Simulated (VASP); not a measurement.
Runs of VASP 6.6.1 on AgCl. The structure is that of space group F-43m (No. 216), or close to it. The cells are those of the table. The cell was generated, and may not be a known phase.

| task | level | potentials or basis | cell | k mesh | cutoff (eV) | smearing | gap on the mesh (eV) | pressure (GPa) | relaxed volume (Å³/atom) |
| --- | --- | --- | --- | --- | --- | --- | --- | --- | --- |
| single point | PBE | VASP PAW PBE potentials, release 64 (Ag, Cl) | a = 4.178 Å, angles 60.0°, 2 atoms | 6 × 6 × 6 | 520 | gaussian 0.1 eV | 1.21 | 2.6 | - |
| relaxation of cell and atoms | PBE | VASP PAW PBE potentials, release 64 (Ag, Cl) | relaxed from a = 4.285 Å, angles 60.0°, 2 atoms | 8 × 8 × 8 | 600 | gaussian 0.02 eV | 1.29 | 0.0 | 27.75 |
| relaxation of cell and atoms | PBE | VASP PAW PBE potentials, release 64 (Ag, Cl) | relaxed from a = 4.178 Å, angles 60.0°, 2 atoms | 8 × 8 × 8 | 600 | gaussian 0.02 eV | 1.29 | 0.0 | (a) |
| single point | PBE | VASP PAW PBE potentials, release 64 (Ag, Cl) | a = 4.285 Å, angles 60.0°, 2 atoms | 8 × 8 × 8 | 520 | gaussian 0.02 eV | 1.29 | -0.1 | - |
| single point | LDA | VASP PAW LDA potentials, release 64 (Ag, Cl) | a = 4.285 Å, angles 60.0°, 2 atoms | 8 × 8 × 8 | 520 | gaussian 0.02 eV | 1.01 | -4.9 | - |
| single point | r2SCAN | VASP PAW PBE potentials, release 64 (Ag, Cl) | a = 4.285 Å, angles 60.0°, 2 atoms | 8 × 8 × 8 | 520 | gaussian 0.02 eV | 1.64 | (b) | - |

Alike in all rows: no spin polarisation.

Estimate the missing entries.

(a) 27.74; (b) -1.2.

Caveats: the cell stands under tension (at least some runs); the PAW data sets were made with another functional, which shifts forces and pressure a little (at least some runs).

A k mesh can miss the band edges, and the runs leave out spin-orbit coupling on Ag.
